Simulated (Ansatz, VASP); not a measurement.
**Hf3ZrS8 in VASP and in Ansatz**

Contents of INCAR:

```
  PREC = Accurate
  ENCUT = 520
  EDIFF = 1E-6
  ISMEAR = 0
  SIGMA = 0.1
  LREAL = F
  LASPH = T
  NELM = 100
  ALGO = Normal
  ISIF = 2
  LWAVE = F
  LCHARG = F
  GGA = PE
  NBANDS = 57
```

File KPOINTS:

```
Automatic mesh
0
Gamma
  6 6 1
```

POSCAR

```
Hf3ZrS8
1.0
    3.6601691316      0.0000000000      0.0000000000
   -1.8300845658      3.1697994501      0.0000000000
    0.0000000000      0.0000000000     27.3345908957
Zr Hf S
1 3 8
Direct
    0.0000000000      0.0000000000      0.5000000000
    0.0000000000      0.0000000000      0.7494289480
    0.0000000000      0.0000000000      0.0000000000
    0.0000000000      0.0000000000      0.2505710520
    0.3333333333      0.6666666667      0.8022060927
    0.3333333333      0.6666666667      0.0527769956
    0.3333333333      0.6666666667      0.3033479443
    0.3333333333      0.6666666667      0.5534040136
    0.6666666667      0.3333333333      0.9472230044
    0.6666666667      0.3333333333      0.1977939073
    0.6666666667      0.3333333333      0.4465959864
    0.6666666667      0.3333333333      0.6966520557
```

Input for Ansatz:

```yaml
crystal:
  lattice:
    - [3.6601691316, 0.0, 0.0]
    - [-1.8300845658, 3.1697994501, 0.0]
    - [0.0, 0.0, 27.3345908957]
  atoms:
    - { symbol: Zr, position: [0.0, 0.0, 0.5] }
    - { symbol: Hf, position: [0.0, 0.0, 0.749428948] }
    - { symbol: Hf, position: [0.0, 0.0, 0.0] }
    - { symbol: Hf, position: [0.0, 0.0, 0.250571052] }
    - { symbol: S, position: [0.3333333333, 0.6666666667, 0.8022060927] }
    - { symbol: S, position: [0.3333333333, 0.6666666667, 0.0527769956] }
    - { symbol: S, position: [0.3333333333, 0.6666666667, 0.3033479443] }
    - { symbol: S, position: [0.3333333333, 0.6666666667, 0.5534040136] }
    - { symbol: S, position: [0.6666666667, 0.3333333333, 0.9472230044] }
    - { symbol: S, position: [0.6666666667, 0.3333333333, 0.1977939073] }
    - { symbol: S, position: [0.6666666667, 0.3333333333, 0.4465959864] }
    - { symbol: S, position: [0.6666666667, 0.3333333333, 0.6966520557] }
basis:
  ecutwfc: 420
kpoints:
  mp_grid: { grid: [6, 6, 1] }
hamiltonian:
  xc: pbe
scf:
  occupations: { method: gaussian, width: 0.1 }
  lower_state_search: "off"
output:
  forces: true
  stress: true
  eigenvalues: true
```

Alike in both runs: task single point; functional PBE; k mesh 6 × 6 × 1; occupations gaussian, width 0.1 eV; no spin polarisation.

|  | VASP | Ansatz |
| --- | --- | --- |
| version | VASP 6.6.1 | Ansatz 0.2.0 |
| potentials or method | VASP PAW PBE potentials, release 64 (Zr_sv, Hf_pv, S), cutoff 520 eV | scalar-relativistic, plane waves, PAW |
| valence electrons in the cell | 90 | 138 |

|  | VASP | Ansatz | Ansatz less VASP |
| --- | --- | --- | --- |
| gap on the k mesh at the Fermi level (eV) | 1.11 | 1.11 | 0.000 |
| least direct gap on the mesh (eV) | 1.68 | 1.67 | -0.008 |
| pressure (GPa) | -0.3 | 0.1 | +0.38 |
| traceless stress, the component that is largest in VASP (GPa) | -0.03 | -0.10 | -0.065 |
| rms of the force components (eV/Å) | 0.030 | 0.003 | -0.0267 |

Atom by atom the forces differ by 0.027 eV/Å (rms over components). VASP's potentials hold 90 valence electrons a cell and Ansatz's 138, so a difference there can come from the potentials and not from the codes.

Spin-orbit coupling is off throughout.
